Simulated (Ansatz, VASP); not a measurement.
SiO2: VASP beside Ansatz

INCAR

```
ALGO     = Normal         # electronic algorithm
EDIFF    = 1E-7           # SCF threshold, eV
ENCUT    = 520            # plane-wave cutoff, eV
GGA      = PE             # functional
ISIF     = 2              # what is computed and relaxed
ISMEAR   = 0              # smearing method
LASPH    = True           # aspherical terms in the spheres
LCHARG   = False          # write CHGCAR
LREAL    = False          # projectors in reciprocal space
LWAVE    = False          # write WAVECAR
NBANDS   = 34             # bands
NELM     = 100            # most SCF steps
PREC     = Accurate       # precision mode
SIGMA    = 0.02           # smearing width, eV
```

File KPOINTS:

```
k-points
0
Gamma
  6 6 6
```

Contents of POSCAR:

```
SiO2
1.0
    5.0605222284      0.0000000000      0.0000000000
   -2.5302611142      4.3825408062      0.0000000000
    0.0000000000      0.0000000000      5.5413533100
Si O
3 6
Direct
    0.0000000000      0.5000000000      0.3333333333
    0.5000000000      0.5000000000      0.6666666667
    0.5000000000      0.0000000000      0.0000000000
    0.5827892600      0.7913946300      0.8333333333
    0.7913946300      0.5827892600      0.5000000000
    0.7913946300      0.2086053700      0.1666666667
    0.4172107400      0.2086053700      0.8333333333
    0.2086053700      0.4172107400      0.5000000000
    0.2086053700      0.7913946300      0.1666666667
```

Input for Ansatz:

```yaml
crystal:
  lattice:
    - [5.0605222284, 0.0, 0.0]
    - [-2.5302611142, 4.3825408062, 0.0]
    - [0.0, 0.0, 5.54135331]
  atoms:
    - { symbol: Si, position: [0.0, 0.5, 0.3333333333] }
    - { symbol: Si, position: [0.5, 0.5, 0.6666666667] }
    - { symbol: Si, position: [0.5, 0.0, 0.0] }
    - { symbol: O, position: [0.58278926, 0.79139463, 0.8333333333] }
    - { symbol: O, position: [0.79139463, 0.58278926, 0.5] }
    - { symbol: O, position: [0.79139463, 0.20860537, 0.1666666667] }
    - { symbol: O, position: [0.41721074, 0.20860537, 0.8333333333] }
    - { symbol: O, position: [0.20860537, 0.41721074, 0.5] }
    - { symbol: O, position: [0.20860537, 0.79139463, 0.1666666667] }
basis:
  ecutwfc: 420
kpoints:
  mp_grid: { grid: [6, 6, 6] }
hamiltonian:
  xc: pbe
scf:
  occupations: { method: gaussian, width: 0.02 }
output:
  forces: true
  stress: true
  eigenvalues: true
```

Alike in both runs: task single point; functional PBE; k mesh 6 × 6 × 6; occupations gaussian, width 0.02 eV; no spin polarisation.

|  | VASP | Ansatz |
| --- | --- | --- |
| version | VASP 6.6.1 | Ansatz 0.2.0 |
| potentials or method | VASP PAW PBE potentials, release 64 (Si, O), cutoff 520 eV | scalar-relativistic, plane waves, PAW |
| valence electrons in the cell | 48 | 48 |

Ansatz gave:

- gap on the k mesh at the Fermi level (eV): 5.72
- least direct gap on the mesh (eV): 5.91
- pressure (GPa): 5.0
- traceless stress, the component that is largest in VASP (GPa): -0.06
- rms of the force components (eV/Å): 0.117

**Question.** Estimate VASP's values.

**Answer.** gap on the k mesh at the Fermi level (eV): 5.72; least direct gap on the mesh (eV): 5.91; pressure (GPa): 5.1; traceless stress, the component that is largest in VASP (GPa): -0.03; rms of the force components (eV/Å): 0.111.

Atom by atom the forces differ by 0.006 eV/Å (rms over components).
